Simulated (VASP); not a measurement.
A run of VASP 6.6.1:

Contents of INCAR:

```
SYSTEM = ZrN
PREC = Accurate ; ENCUT = 520
EDIFF = 1E-7 ; ISMEAR = 0
SIGMA = 0.1 ; LREAL = .False.
LASPH = .True. ; NELM = 120
ALGO = Normal ; ISIF = 2
LWAVE = .False. ; LCHARG = .False.
LDIPOL = .True. ; IDIPOL = 3
DIPOL = 0.5 0.5 0.500 ; GGA = PE
IBRION = 2 ; NSW = 80
EDIFFG = -0.02 ; GGA_COMPAT = .False.
NELMIN = 4 ; NELMDL = -8
KPAR = 4
```

KPOINTS

```
regular mesh
0
Gamma
  11 11 1
  0 0 0
```

The input POSCAR:

```
ZrN
1.0
    3.2489094155      0.0000000000      0.0000000000
    0.0000000000      3.2489094155      0.0000000000
    0.0000000000      0.0000000000     24.1893035168
Zr N
5 5
Direct
    0.5000000000      0.5000000000      0.3100544005
    0.0000000000      0.0000000000      0.4050272002
    0.5000000000      0.5000000000      0.5000000000
    0.0000000000      0.0000000000      0.5949727998
    0.5000000000      0.5000000000      0.6899455995
    0.0000000000      0.0000000000      0.3100544005
    0.5000000000      0.5000000000      0.4050272002
    0.0000000000      0.0000000000      0.5000000000
    0.5000000000      0.5000000000      0.5949727998
    0.0000000000      0.0000000000      0.6899455995
```

Potentials or basis: VASP PAW PBE potentials, release 64 (Zr_sv, N).

Launch:

```bash
$ cat potpaw_PBE.64/Zr_sv/POTCAR potpaw_PBE.64/N/POTCAR > POTCAR
$ mpirun -np 4 vasp_std > vasp.out
```

Hardware: 4 MPI ranks on Oxide Virtual Turin-like Processor (shared host).

Estimate the wall time of this run.

Wall time 12 min on 4 MPI ranks on Oxide Virtual Turin-like Processor, with other jobs on the host, peak memory 0.44 GiB a rank. Counts: scf iterations 119, k points 21, ion steps 9.
